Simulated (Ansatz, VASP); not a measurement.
## Cu in VASP and in Ansatz

Contents of INCAR:

```
SYSTEM = Cu
PREC = Accurate
ENCUT = 700
EDIFF = 1E-7
ISMEAR = 1
SIGMA = 0.1
LREAL = .False.
LASPH = .True.
NELM = 120
ALGO = Normal
ISIF = 3
LWAVE = .False.
LCHARG = .False.
GGA = PS
IVDW = 12
IBRION = 2
NSW = 80
EDIFFG = -0.01
GGA_COMPAT = .False.
NELMIN = 4
```

KPOINTS

```
regular mesh
0
Gamma
  11 11 3
  0 0 0
```

File POSCAR:

```
Cu
1.0
    2.5307640300      0.0000000000      0.0000000000
   -1.2653820150      2.1917059410      0.0000000000
    0.0000000000      0.0000000000      8.2618150800
Cu
4
Direct
    0.0000000000      0.0000000000      0.0000000000
    0.0000000000      0.0000000000      0.5000000000
    0.3333333333      0.6666666667      0.2500000000
    0.6666666667      0.3333333333      0.7500000000
```

Input for Ansatz:

```yaml
crystal:
  lattice:
    a: 2.53076403
    b: 2.53076403
    c: 8.26181508
    alpha: 90.0
    beta: 90.0
    gamma: 120.0
  space_group: 194
  atoms:
    - { symbol: Cu, position: [0.0, 0.0, 0.0] }
    - { symbol: Cu, position: [0.3333333333333333, 0.6666666666666666, 0.25] }
kpoints:
  mp_grid:
    grid: [11, 11, 3]
hamiltonian:
  xc: pbesol
  dispersion: d3bj
scf:
  occupations:
    method: methfessel_paxton
relax:
  cell: {}
```

Alike in both runs: task relaxation of cell and atoms; functional PBEsol; dispersion D3(BJ); k mesh 11 × 11 × 3; no spin polarisation.

|  | VASP | Ansatz |
| --- | --- | --- |
| version | VASP 6.6.1 | Ansatz 0.2.0 |
| potentials or method | VASP PAW PBE potentials, release 64 (Cu_sv_GW) | plane waves, PAW |
| plane-wave cutoff (eV) | 700 | 420 |
| occupations | methfessel-paxton of order 1, width 0.1 eV | methfessel-paxton of order 1 |
| valence electrons in the cell | 76 | 76 |

Ansatz gave:

- relaxed volume (Å³/atom): 10.79
- relaxed cell length with the largest relative difference (Å): 8.133

Task: Which values does VASP return?

Result: Relaxed volume (Å³/atom): 10.58; relaxed cell length with the largest relative difference (Å): 8.075.

VASP's potentials were made for PBE, not for PBEsol.
